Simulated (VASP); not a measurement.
Set up this calculation in VASP 6.6.1, as the native input.

```
Task                   : single point
Functional             : r2SCAN
Potentials or basis    : VASP PAW PBE potentials, release 64 (Cu, I)
Cutoff                 : 520 eV
k mesh                 : 8 × 8 × 8
Occupations            : gaussian, width 0.05 eV
Spin                   : no spin polarisation
Dipole correction      : no
Further INCAR settings : ALGO = Normal; EDIFF = 1e-06; NBANDS = 16
```

CuI:

```
CELL_PARAMETERS angstrom
0.00000 3.49961 2.27475
3.49961 0.00000 2.27475
3.49961 3.49961 0.00000
ATOMIC_POSITIONS crystal
Cu 0.75000 0.75000 0.75000
I 0.00000 0.00000 0.00000
```

This cell differs from its parent crystal: ratio of the length along z to the lengths across it x 0.65, volume and fractional coordinates fixed.

One way to write it, as run:

POSCAR

```
CuI
1.0
    0.0000000000      3.4996111135      2.2747472238
    3.4996111135      0.0000000000      2.2747472238
    3.4996111135      3.4996111135      0.0000000000
Cu I
1 1
Direct
    0.7500000000      0.7500000000      0.7500000000
    0.0000000000      0.0000000000      0.0000000000
```

INCAR.step1

```
PREC = Accurate ; ENCUT = 520
ISMEAR = 0 ; SIGMA = 0.05
LREAL = F ; LASPH = T
NELM = 100 ; NBANDS = 16
GGA = PE ; ALGO = Normal
EDIFF = 1E-4 ; LWAVE = T
LCHARG = F
```

INCAR.step2

```
PREC = Accurate ; ENCUT = 520
EDIFF = 1E-6 ; ISMEAR = 0
SIGMA = 0.05 ; LREAL = F
LASPH = T ; NELM = 100
ALGO = Normal ; ISIF = 2
LWAVE = F ; LCHARG = T
METAGGA = R2SCAN ; LMIXTAU = T
LELF = T ; LVHAR = T
NBANDS = 16 ; ISTART = 1
```

KPOINTS

```
regular mesh
0
Gamma
  8 8 8
```

Potentials or basis: VASP PAW PBE potentials, release 64 (Cu, I).

Launch:

```console
$ cat potpaw_PBE.64/Cu/POTCAR potpaw_PBE.64/I/POTCAR > POTCAR
$ cp INCAR.step1 INCAR
$ mpirun -np 1 vasp_std > vasp.out
$ cp INCAR.step2 INCAR
$ mpirun -np 1 vasp_std > vasp.out
```

Results of the run:

The pressure is -2.7 GPa and the band gap on the k mesh is 1.31 eV, indirect (least direct gap 1.43 eV).

Caveat: the PAW data sets were made with another functional, which shifts forces and pressure a little; spin-orbit coupling is left out, which moves the levels of the heavy elements.

Run time: 2 min on 1 thread of Intel(R) Xeon(R) Platinum 8559C (Emerald Rapids), on a shared host, peak memory 0.23 GiB.
